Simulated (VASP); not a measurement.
# SnC2 in VASP: further runs

Runs on SnC2. Level: PBE. Tasks: single point, relaxation of cell and atoms.

Program: VASP 6.6.1. These are calculated values, not measurements. Logs are shortened: lines on timing, memory, paths and dates and some standing lists are left out, and cuts for length are marked.

## 1. The cell of the first run

The structure is hexagonal, space group P-6m2 (No. 187). The conventional cell has a = 3.344 Å, b = 3.344 Å, c = 4.154 Å, α = 90.00°, β = 90.00°, γ = 120.00°. Within 3.2 Å of Sn (site symmetry -6m2) lie 6 C at 2.39 Å. Within 1.8 Å of C (site symmetry 3m) lie 1 C at 1.32 Å.

## 2. Single point, PBE

The input, INCAR:

```
PREC = Accurate ; ENCUT = 520
EDIFF = 1E-7 ; ISMEAR = 0
SIGMA = 0.1 ; LREAL = F
LASPH = T ; NELM = 100
ALGO = Normal ; ISIF = 2
LWAVE = F ; LCHARG = F
GGA = PE ; NBANDS = 18
```

The input, KPOINTS:

```
Automatic mesh
0
Gamma
  6 6 4
```

The input, POSCAR:

```
SnC2
1.0
    3.3435179647      0.0000000000      0.0000000000
   -1.6717589824      2.8955714955      0.0000000000
    0.0000000000      0.0000000000      4.1544555680
Sn C
1 2
Direct
    0.0000000000      0.0000000000      0.0000000000
    0.6666666667      0.3333333333      0.6591044486
    0.6666666667      0.3333333333      0.3408955514
```

Potentials or basis: VASP PAW PBE potentials, release 64 (Sn_d, C).

Command:

```console
$ cat potpaw_PBE.64/Sn_d/POTCAR potpaw_PBE.64/C/POTCAR > POTCAR
$ mpirun -np 1 vasp_std > vasp.out
```

OUTCAR:

```text
PREC = Accurate
   ENCUT = 520
   EDIFF = 1E-7
   ISMEAR = 0
   LREAL = F
   LASPH = T
   NELM = 100
   ISIF = 2
   GGA = PE

 ion  position               nearest neighbor table
   1  0.000  0.000  0.000-   2 2.39   3 2.39   2 2.39   3 2.39   2 2.39   3 2.39
   2  0.667  0.333  0.659-   3 1.32   1 2.39   1 2.39   1 2.39
   3  0.667  0.333  0.341-   2 1.32   1 2.39   1 2.39   1 2.39

  LATTYP: Found a hexagonal cell.
 ALAT       =     3.3435179647
 C/A-ratio  =     1.2425402262

  Lattice vectors:

 A1 = (   3.3435179647,   0.0000000000,   0.0000000000)
 A2 = (  -1.6717589824,   2.8955714955,   0.0000000000)
 A3 = (   0.0000000000,   0.0000000000,   4.1544555680)

Analysis of symmetry for initial positions (statically):
=====================================================================
 Subroutine PRICEL returns:
 Original cell was already a primitive cell.

 Routine SETGRP: Setting up the symmetry group for a
 hexagonal supercell.

 Subroutine GETGRP returns: Found 12 space group operations
 (whereof 12 operations were pure point group operations)
 out of a pool of 24 trial point group operations.

The static configuration has the point symmetry D_3h.

Analysis of symmetry for dynamics (positions and initial velocities):
=====================================================================
 Subroutine PRICEL returns:
 Original cell was already a primitive cell.

 Routine SETGRP: Setting up the symmetry group for a
 hexagonal supercell.

 Subroutine GETGRP returns: Found 12 space group operations
 (whereof 12 operations were pure point group operations)
 out of a pool of 24 trial point group operations.

The dynamic configuration has the point symmetry D_3h.

 Subroutine INISYM returns: Found 12 space group operations
 (whereof 12 operations are pure point group operations),
 and found     1 'primitive' translations

----------------------------------------------------------------------------------------

                                     Primitive cell

  volume of cell :      40.2209

  direct lattice vectors                    reciprocal lattice vectors
     3.343517965  0.000000000  0.000000000     0.299086175  0.172677484  0.000000000
    -1.671758982  2.895571496  0.000000000     0.000000000  0.345354968  0.000000000
     0.000000000  0.000000000  4.154455568     0.000000000  0.000000000  0.240705427

  length of vectors
     3.343517965  3.343517965  4.154455568     0.345354968  0.345354968  0.240705427

  position of ions in fractional coordinates (direct lattice)
     0.000000000  0.000000000  0.000000000
     0.666666667  0.333333333  0.659104449
     0.666666667  0.333333333  0.340895551

  ion indices of the primitive-cell ions
   primitive index   ion index
                 1           1
                 2           2
                 3           3

----------------------------------------------------------------------------------------

 KPOINTS: Automatic mesh

Automatic generation of k-mesh.
 Grid dimensions read from file:
 generate k-points for:    6    6    4

 Generating k-lattice:

  Cartesian coordinates                     Fractional coordinates (reciprocal lattice)
     0.049847696  0.028779581  0.000000000     0.166666667  0.000000000  0.000000000
     0.000000000  0.057559161  0.000000000     0.000000000  0.166666667  0.000000000
     0.000000000  0.000000000  0.060176357     0.000000000  0.000000000  0.250000000

  Length of vectors
     0.057559161  0.057559161  0.060176357

  Shift w.r.t. Gamma in fractional coordinates (k-lattice)
     0.000000000  0.000000000  0.000000000

 Subroutine IBZKPT returns following result:
 ===========================================

 Found     21 irreducible k-points:

 Following reciprocal coordinates:
            Coordinates               Weight
  0.000000  0.000000  0.000000      1.000000
  0.166667  0.000000  0.000000      6.000000
  0.333333  0.000000  0.000000      6.000000
  0.500000  0.000000  0.000000      3.000000
  0.166667  0.166667  0.000000      6.000000
  0.333333  0.166667  0.000000     12.000000
[... 13 lines left out ...]
  0.333333  0.166667  0.500000     12.000000
  0.333333  0.333333  0.500000      2.000000
   k-points           NKPTS =     21   k-points in BZ     NKDIM =     21   number of bands    NBANDS=     18
   number of dos      NEDOS =    301   number of ions     NIONS =      3
   total plane-waves  NPLWV =  25088
   dimension x,y,z NGX =    28 NGY =   28 NGZ =   32
   dimension x,y,z NGXF=    56 NGYF=   56 NGZF=   64
   ions per type =               1   2
   NGX,Y,Z   is equivalent  to a cutoff of  13.92, 13.92, 12.81 a.u.
   NGXF,Y,Z  is equivalent  to a cutoff of  27.84, 27.84, 25.61 a.u.
 SYSTEM =  unknown system
   PREC   = accura    normal or accurate (medium, high low for compatibility)
   ISTART =      0    job   : 0-new  1-cont  2-samecut
   ICHARG =      2    charge: 1-file 2-atom 10-const
   ISPIN  =      1    spin polarized calculation?
   LNONCOLLINEAR =      F non collinear calculations
   LSORBIT =      F    spin-orbit coupling
   LASPH  =      T    aspherical Exc in radial PAW
   ENCUT  =  520.0 eV  38.22 Ry    6.18 a.u.   6.22  6.22  7.72*2*pi/ulx,y,z
   NELM   =    100;   NELMIN=  2; NELMDL= -5     # of ELM steps
   EDIFF  = 0.1E-06   stopping-criterion for ELM
   LREAL  =      F    real-space projection
   EDIFFG = 0.1E-05   stopping-criterion for IOM
   NSW    =      0    number of steps for IOM
   IBRION =     -1    ionic relax: 0-MD 1-quasi-New 2-CG
   NFREE  =      0    steps in history (QN), initial steepest desc. (CG)
   ISIF   =      2    stress and relaxation
   ISYM   =      2    0-nonsym 1-usesym 2-fastsym
   POTIM  = 0.5000    time-step for ionic-motion
   TEBEG  =    0.0;   TEEND  =   0.0 temperature during run
   PSTRESS=    0.0 pullay stress
   NELECT =      22.0000    total number of electrons
   NUPDOWN=      -1.0000    fix difference up-down
   EMIN   =  10.00;   EMAX   =-10.00  energy-range for DOS
   EFERMI =   0.00;   METHOD = LEGACY
   ISMEAR =     0;   SIGMA  =   0.10  broadening in eV -4-tet -1-fermi 0-gaus
   EFERMI_NEDOS =   21; number of points for ismear=-14 and -15
   IALGO  =     38    algorithm
   IMIX   =      4    mixing-type and parameters
     AMIX     =   0.40;   BMIX     =  1.00
     AMIX_MAG =   1.60;   BMIX_MAG =  1.00
  volume/ion in A,a.u.               =      13.41        90.47
  Fermi-wavevector in a.u.,A,eV,Ry     =   1.338849  2.530058 24.388681  1.792517
  Thomas-Fermi vector in A             =   2.467287
   LORBIT       =      0    0 simple, 1 ext, 2 COOP (PROOUT), +10 PAW based schemes
   GGA     = PE    functional components
   LHFCALC =     F    Hartree Fock is set to
   AEXX    =    0.0000 exact exchange contribution
   IVDW    =     0    specifies the selected vdW correction
   LEPSILON=     F    determine dielectric tensor
   LRPA    =     F    only Hartree local field effects (RPA)
 non-spin polarized calculation
 Gauss-broadening in eV      SIGMA  =   0.10
  energy-cutoff  :      520.00
  volume of cell :       40.22
 maximum number of plane-waves:      1096
 NGX is ok and might be reduce to    28
   NGX = 13   NGY = 13   NGZ = 15

 number of electron      21.9999996 magnetization

 Free energy of the ion-electron system (eV)
  ---------------------------------------------------
  ext. energy  EPLUGINS =         0.00000000
  ---------------------------------------------------
  free energy    TOTEN  =       -18.80635580 eV

  energy without entropy =      -18.79648626  energy(sigma->0) =      -18.80142103

 E-fermi :   7.7151     XC(G=0): -11.0064

 val. band max:        7.4859821939   @ k =   0.3333   0.1667   0.0000
 cond. band min:       7.7338711771   @ k =   0.3333   0.1667   0.2500
 fundamental gap:      0.2478889833
 Fermi energy:         7.7150708787

 k-point     1 :       0.0000    0.0000    0.0000
  band No.  band energies     occupation
      1     -14.1174      2.00000
      2     -14.1174      2.00000
      3     -14.0463      2.00000
      4     -13.9484      2.00000
      5     -13.9484      2.00000
      6      -7.9973      2.00000
[... 10 lines left out ...]
     17      15.5673      0.00000
     18      18.8537      0.00000

 k-point     2 :       0.1667    0.0000    0.0000
  band No.  band energies     occupation
      1     -14.1321      2.00000
      2     -14.0762      2.00000
      3     -14.0179      2.00000
      4     -13.9787      2.00000
      5     -13.9548      2.00000
      6      -7.7049      2.00000
[... 10 lines left out ...]
     17      16.7178      0.00000
     18      19.3879      0.00000

 k-point     3 :       0.3333    0.0000    0.0000
  band No.  band energies     occupation
      1     -14.1675      2.00000
      2     -14.0378      2.00000
      3     -13.9926      2.00000
      4     -13.9674      2.00000
      5     -13.9573      2.00000
      6      -7.0054      2.00000
[... 10 lines left out ...]
     17      17.2488      0.00000
     18      18.9889      0.00000

 k-point     4 :       0.5000    0.0000    0.0000
  band No.  band energies     occupation
      1     -14.1860      2.00000
      2     -14.0668      2.00000
      3     -13.9737      2.00000
      4     -13.9502      2.00000
      5     -13.9270      2.00000
      6      -6.5694      2.00000
[... 10 lines left out ...]
     17      17.0899      0.00000
     18      20.0138      0.00000

 k-point     5 :       0.1667    0.1667    0.0000
  band No.  band energies     occupation
      1     -14.1349      2.00000
      2     -14.0460      2.00000
      3     -14.0180      2.00000
      4     -13.9695      2.00000
      5     -13.9641      2.00000
      6      -7.2017      2.00000
[... 10 lines left out ...]
     17      17.7258      0.00000
     18      18.1952      0.00000

 k-point     6 :       0.3333    0.1667    0.0000
  band No.  band energies     occupation
      1     -14.1408      2.00000
      2     -14.0529      2.00000
      3     -13.9943      2.00000
      4     -13.9878      2.00000
      5     -13.9301      2.00000
      6      -6.5913      2.00000
[... 10 lines left out ...]
     17      18.0726      0.00000
     18      18.7454      0.00000

 k-point     7 :       0.3333    0.3333    0.0000
  band No.  band energies     occupation
      1     -14.0786      2.00000
      2     -14.0447      2.00000
      3     -14.0278      2.00000
      4     -14.0137      2.00000
      5     -13.9342      2.00000
      6      -6.3762      2.00000
[... 10 lines left out ...]
     17      18.5411      0.00000
     18      18.9959      0.00000

 k-point     8 :       0.0000    0.0000    0.2500
  band No.  band energies     occupation
      1     -14.1164      2.00000
      2     -14.1164      2.00000
      3     -14.0368      2.00000
      4     -13.9513      2.00000
      5     -13.9513      2.00000
      6      -7.6495      2.00000
[... 10 lines left out ...]
     17      16.9122      0.00000
     18      19.2844      0.00000
[... 166 lines left out ...]
     17      17.3347      0.00000
     18      17.5782      0.00000

 k-point    17 :       0.3333    0.0000    0.5000
  band No.  band energies     occupation
      1     -14.1637      2.00000
      2     -14.0607      2.00000
      3     -13.9917      2.00000
      4     -13.9753      2.00000
      5     -13.9371      2.00000
      6      -6.4034      2.00000
[... 10 lines left out ...]
     17      17.7349      0.00000
     18      18.0224      0.00000

 k-point    18 :       0.5000    0.0000    0.5000
  band No.  band energies     occupation
      1     -14.1817      2.00000
      2     -14.0944      2.00000
      3     -13.9823      2.00000
      4     -13.9497      2.00000
      5     -13.9063      2.00000
      6      -6.1299      2.00000
[... 10 lines left out ...]
     17      17.7014      0.00000
     18      18.4097      0.00000

 k-point    19 :       0.1667    0.1667    0.5000
  band No.  band energies     occupation
      1     -14.1314      2.00000
      2     -14.0425      2.00000
      3     -14.0377      2.00000
      4     -13.9778      2.00000
      5     -13.9465      2.00000
      6      -6.5332      2.00000
[... 10 lines left out ...]
     17      17.3456      0.00000
     18      17.8803      0.00000

 k-point    20 :       0.3333    0.1667    0.5000
  band No.  band energies     occupation
      1     -14.1365      2.00000
      2     -14.0787      2.00000
      3     -13.9983      2.00000
      4     -13.9920      2.00000
      5     -13.9113      2.00000
      6      -6.1386      2.00000
[... 10 lines left out ...]
     17      17.3882      0.00000
     18      19.0985      0.00000

 k-point    21 :       0.3333    0.3333    0.5000
  band No.  band energies     occupation
      1     -14.0730      2.00000
      2     -14.0711      2.00000
      3     -14.0272      2.00000
      4     -14.0261      2.00000
      5     -13.9148      2.00000
      6      -6.0040      2.00000
[... 10 lines left out ...]
     17      17.5473      0.00000
     18      21.0012      0.00000

------------------------ aborting loop because EDIFF is reached ----------------------------------------

  FORCE on cell =-STRESS in cart. coord.  units (eV):
  Direction    XX          YY          ZZ          XY          YZ          ZX
  --------------------------------------------------------------------------------------
  -------------------------------------------------------------------------------------
  Total        0.0655843      0.0655843      0.1185771     -0.0000000      0.0000000      0.0000000
  in kB        2.6125113      2.6125113      4.7234494     -0.0000000      0.0000000      0.0000000
  external PRESSURE =       3.3161574 kB  Pullay stress =       0.0000000 kB

 VOLUME and BASIS-vectors are now :
 -----------------------------------------------------------------------------
  energy-cutoff  :      520.00
  volume of cell :       40.22
      direct lattice vectors                 reciprocal lattice vectors
     3.343517965  0.000000000  0.000000000     0.299086175  0.172677484  0.000000000
    -1.671758982  2.895571496  0.000000000     0.000000000  0.345354968  0.000000000
     0.000000000  0.000000000  4.154455568     0.000000000  0.000000000  0.240705427

 POSITION                                       TOTAL-FORCE (eV/Angst)
 -----------------------------------------------------------------------------------
      0.00000      0.00000      0.00000         0.000000      0.000000      0.000000
      1.67176      0.96519      2.73822        -0.000000      0.000000      0.076907
      1.67176      0.96519      1.41624        -0.000000     -0.000000     -0.076907
 -----------------------------------------------------------------------------------
    total drift:                               -0.000000      0.000000      0.000000

  FREE ENERGIE OF THE ION-ELECTRON SYSTEM (eV)
  ---------------------------------------------------
  free  energy   TOTEN  =       -18.8063558044 eV

  energy  without entropy=      -18.7964862565  energy(sigma->0) =      -18.80142103
```

Run time: 14 s. Hardware: 1 thread of Intel Xeon Platinum 8488C (Sapphire Rapids), shared host; peak memory 0.16 GiB.

What came out:

```
Free energy            : -18.8064 eV
Pressure               : 0.3 GPa
Largest force          : 0.077 eV/Å
Band gap on the k mesh : zero (band 11 reaches 10.03 eV, above the bottom of band 12 at 5.83 eV)
```

Forces in eV/Å, atoms in the order of the input:
```
Sn   0.000  0.000  0.000
C    0.000  0.000  0.077
C    0.000  0.000 -0.077
```

Caveat: the k points lie up to 0.38 Å⁻¹ apart; spin-orbit coupling is left out, which moves the levels of the heavy elements.

(Part 1 of 3 ends here.)
